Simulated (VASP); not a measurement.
Here is a VASP 6.6.1 calculation.

Contents of INCAR:

```
SYSTEM = CoSi2
PREC     = Accurate       ! precision mode
ENCUT    = 520            ! plane-wave cutoff, eV
EDIFF    = 1E-6           ! SCF threshold, eV
ISMEAR   = 0              ! smearing method
SIGMA    = 0.15           ! smearing width, eV
LREAL    = .FALSE.        ! projectors in reciprocal space
LASPH    = .TRUE.         ! aspherical terms in the spheres
NELM     = 80             ! most SCF steps
ALGO     = Normal         ! electronic algorithm
ISIF     = 2              ! what is computed and relaxed
LWAVE    = .FALSE.        ! write WAVECAR
LCHARG   = .FALSE.        ! write CHGCAR
GGA      = PS             ! functional
NBANDS   = 16             ! bands
```

KPOINTS

```
regular mesh
0
G
  16 16 16
  0 0 0
```

POSCAR

```
CoSi2
1.0
    0.0000000000      2.6861368292      2.6861368292
    2.6562539720      0.0298828572      2.6562539720
    2.6562539720      2.6562539720      0.0298828572
Co Si
1 2
Direct
    0.0000000000      0.0000000000      0.0000000000
    0.2500000000      0.2500000000      0.2500000000
    0.7500000000      0.7500000000      0.7500000000
```

Potentials or basis: VASP PAW PBE potentials, release 64 (Co, Si).

Command:

```console
$ cat potpaw_PBE.64/Co/POTCAR potpaw_PBE.64/Si/POTCAR > POTCAR
$ mpirun -np 1 vasp_std > vasp.out
```

(1) Estimate the pressure.

(2) What does it give for the band gap on the k mesh?

(3) What does it give for the largest force?

Results:

(1) 0.1 GPa.

(2) zero (an odd number of electrons rules out a gap without spin polarisation).

(3) 0.214 eV/Å.

Caveat: the cell differs from its parent crystal (strain +0.0225 x Voigt [0, 0, 0, 1, 0, 0]); the PAW data sets were made with another functional, which shifts forces and pressure a little; the run has no spin polarisation, though such a crystal can be magnetic.
